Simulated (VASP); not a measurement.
# Tb2GeO: single point with PBE

Tb2GeO:

```
Tb Ge O
1.0
     4.68380    0.00000    0.00000
     0.00000    4.68380    0.00000
     0.00000    0.00000    7.79292
Tb Ge O
4 2 2
Direct
  0.50000 0.00000 0.25000
  0.50000 0.00000 0.75000
  0.00000 0.50000 0.25000
  0.00000 0.50000 0.75000
  0.50000 0.50000 0.00000
  0.50000 0.50000 0.50000
  0.00000 0.00000 0.25000
  0.00000 0.00000 0.75000
```

```
Program             : VASP 6.6.1
Task                : single point
Functional          : PBE
Potentials or basis : VASP PAW PBE potentials, release 64 (Tb_3, Ge_d, O), 4f in core
Cutoff              : 600 eV
k mesh              : 6 × 6 × 4
Occupations         : gaussian, width 0.2 eV
Spin                : no spin polarisation
```

| Quantity | Value |
| --- | --- |
| Pressure | 0.4 GPa |
| Band gap on the k mesh | zero (bands 38 and 39 overlap by 0.29 eV) |

Stress tensor (GPa, compression positive):
```
0.45 0.00 0.00
0.00 0.45 0.00
0.00 0.00 0.22
```

Levels at points of the mesh, in eV from the Fermi level:
```tsv
k point	band 36	band 37	band 38	band 39	band 40	band 41
(0.00, 0.00, 0.00)	-0.77	-0.30	0.03	0.48	0.48	0.92
(0.50, 0.00, 0.00)	-0.31	-0.11	-0.10	0.42	1.64	2.01
(0.50, 0.50, 0.00)	-1.13	-0.30	-0.30	0.83	0.83	1.33
(0.00, 0.00, 0.50)	-1.10	-1.10	-1.10	-0.15	-0.15	1.74
(0.50, 0.00, 0.50)	-1.55	-0.89	-0.89	1.86	1.86	2.14
(0.50, 0.50, 0.50)	-1.79	-1.18	-1.18	1.52	1.52	1.52
```

It took 2.5 min on 1 thread of Intel(R) Xeon(R) 6975P-C (Granite Rapids), on a shared host, peak memory 0.47 GiB.

Caveat: spin-orbit coupling is left out, which moves the levels of the heavy elements; the 4f electrons are frozen in the core, so they carry no moment and show no levels; the run has no spin polarisation, though such a crystal can be magnetic. With open d or f shells a metallic result of PBE can be an artefact of self-interaction; +U or a hybrid may open a gap.
